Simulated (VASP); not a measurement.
A run of VASP 6.6.1:

INCAR

```
ALGO = Normal
EDIFF = 1E-6
ENCUT = 520
GGA = PE
ISIF = 2
ISMEAR = 0
LASPH = True
LCHARG = False
LREAL = False
LWAVE = False
NBANDS = 8
NELM = 60
PREC = Accurate
SIGMA = 0.15
```

The input KPOINTS:

```
k-points
0
Gamma
  22 22 22
```

File POSCAR:

```
Al
1.0
   -1.4052151856      1.4052151856      2.2002859376
    1.4052151856     -1.4052151856      2.2002859376
    1.4052151856      1.4052151856     -2.2002859376
Al
1
Direct
    0.0000000000      0.0000000000      0.0000000000
```

Potentials or basis: VASP PAW PBE potentials, release 64 (Al).

Command:

```sh
$ cat potpaw_PBE.64/Al/POTCAR > POTCAR
$ mpirun -np 1 vasp_std > vasp.out
```

Hardware: 1 thread of Intel(R) Xeon(R) Platinum 8559C (Emerald Rapids) (shared host).

Estimate the wall time of this run.

It took 29 s on 1 thread of Intel(R) Xeon(R) Platinum 8559C (Emerald Rapids), on a shared host, peak memory 0.21 GiB. Counts: scf iterations 10, k points 834.
